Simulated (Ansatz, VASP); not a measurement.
## GaSb3: VASP beside Ansatz

INCAR

```
SYSTEM = GaSb3
PREC = Accurate
ENCUT = 500
EDIFF = 1E-7
ISMEAR = 0
SIGMA = 0.1
LREAL = .False.
LASPH = .True.
NELM = 120
ALGO = Normal
ISIF = 3
LWAVE = .False.
LCHARG = .False.
GGA = PE
IBRION = 2
NSW = 100
EDIFFG = -0.01
GGA_COMPAT = .False.
NELMIN = 4
```

File KPOINTS:

```
regular mesh
0
Gamma
  6 6 6
  0 0 0
```

The input POSCAR:

```
GaSb3
1.0
    5.9593270087      0.0000000000      0.0000000000
    0.0000000000      5.9593270087      0.0000000000
    0.0000000000      0.0000000000      5.9593270087
Ga Sb
2 6
Direct
    0.0000000000      0.0000000000      0.0000000000
    0.5000000000      0.5000000000      0.5000000000
    0.0000000000      0.5000000000      0.2500000000
    0.0000000000      0.5000000000      0.7500000000
    0.2500000000      0.0000000000      0.5000000000
    0.7500000000      0.0000000000      0.5000000000
    0.5000000000      0.7500000000      0.0000000000
    0.5000000000      0.2500000000      0.0000000000
```

Input for Ansatz:

```yaml
crystal:
  lattice:
    - [5.9593270087, 0.0, 0.0]
    - [0.0, 5.9593270087, 0.0]
    - [0.0, 0.0, 5.9593270087]
  atoms:
    - { symbol: Ga, position: [0.0, 0.0, 0.0] }
    - { symbol: Ga, position: [0.5, 0.5, 0.5] }
    - { symbol: Sb, position: [0.0, 0.5, 0.25] }
    - { symbol: Sb, position: [0.0, 0.5, 0.75] }
    - { symbol: Sb, position: [0.25, 0.0, 0.5] }
    - { symbol: Sb, position: [0.75, 0.0, 0.5] }
    - { symbol: Sb, position: [0.5, 0.75, 0.0] }
    - { symbol: Sb, position: [0.5, 0.25, 0.0] }
basis:
  ecutwfc: 420
kpoints:
  mp_grid: { grid: [6, 6, 6] }
hamiltonian:
  xc: pbe
scf:
  occupations: { method: gaussian, width: 0.1 }
output:
  forces: true
  stress: true
  eigenvalues: true
relax:
  adjacent_minimum: "off"
  f_tol: 0.01
  max_steps: 80
  cell: { stress_tol: 0.05 }
```

Alike in both runs: task relaxation of cell and atoms; functional PBE; k mesh 6 × 6 × 6; occupations gaussian, width 0.1 eV; no spin polarisation.

```csv
,VASP,Ansatz
version,VASP 6.6.1,Ansatz 0.2.0
potentials or method,"VASP PAW PBE potentials, release 64 (Ga_d, Sb), cutoff 500 eV","scalar-relativistic, plane waves, PAW"
valence electrons in the cell,56,116
```

Ansatz gave:

```
gap on the k mesh at the Fermi level, each at its own relaxed structure (eV) : none
relaxed volume (Å³/atom)                                                     : 26.57
relaxed cell length with the largest relative difference (Å)                 : 5.968
```

What did VASP give for the same quantities?

gap on the k mesh at the Fermi level, each at its own relaxed structure (eV): none; relaxed volume (Å³/atom): 26.56; relaxed cell length with the largest relative difference (Å): 5.967.

A gap of «none» marks a metal or a gap that the smearing closes. VASP's potentials hold 56 valence electrons a cell and Ansatz's 116, so a difference there can come from the potentials and not from the codes.

Neither program's run includes spin-orbit coupling.
